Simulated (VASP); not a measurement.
Cd2S: single point with r2SCAN-based global hybrid with 50 % exact exchange

Cd2S:

```xyz
3
Lattice="3.9627 0.0000 0.0000 -1.9813 3.4318 0.0000 0.0000 0.0000 5.8092" Properties=species:S:1:pos:R:3 pbc="T T T"
Cd    0.0000    2.2878    5.4183
Cd    1.9813    1.1439    3.3620
S     0.0000    2.2878    2.1245
```

```json
{
 "Program": "VASP 6.6.1",
 "Task": "single point",
 "Functional": "r2SCAN-based global hybrid with 50 % exact exchange",
 "Potentials or basis": "VASP PAW PBE potentials, release 64 (Cd, S)",
 "Cutoff": "520 eV",
 "k mesh": "5 × 5 × 3",
 "Occupations": "fermi-dirac, width 0.05 eV",
 "Spin": "no spin polarisation",
 "Dipole correction": "no",
 "Grid for exact exchange (PRECFOCK)": "Normal",
 "Share of exact exchange": "0.5",
 "Further INCAR settings": "ALGO = Normal; EDIFF = 1e-06; NBANDS = 22"
}
```

| Item | Value |
| --- | --- |
| Pressure | -2.7 GPa |
| Largest force | 0.359 eV/Å |
| Band gap on the k mesh | 2.69 eV |

Forces in eV/Å, atoms in the order of the input:
```
Cd   0.000  0.000  0.288
Cd   0.000  0.000 -0.359
S    0.000  0.000  0.071
```

Stress tensor (GPa, compression positive):
```
-2.58  0.00  0.00
 0.00 -2.58  0.00
 0.00  0.00 -3.03
```

Levels at points of the mesh, in eV from the valence-band top:
| k point | band 12 | band 13 | band 14 | band 15 | band 16 | band 17 | band 18 | band 19 |
| --- | --- | --- | --- | --- | --- | --- | --- | --- |
| (0.00, 0.00, 0.00) | -5.48 | -4.56 | -1.32 | -1.32 | 6.46 | 8.26 | 10.26 | 10.26 |

Run time: 61 min on 1 thread of Oxide Virtual Turin-like Processor, on a shared host, peak memory 0.21 GiB.

Caveat: the PAW data sets were made with another functional, which shifts forces and pressure a little; an odd mesh through Γ misses points on the zone boundary, where band edges can lie.
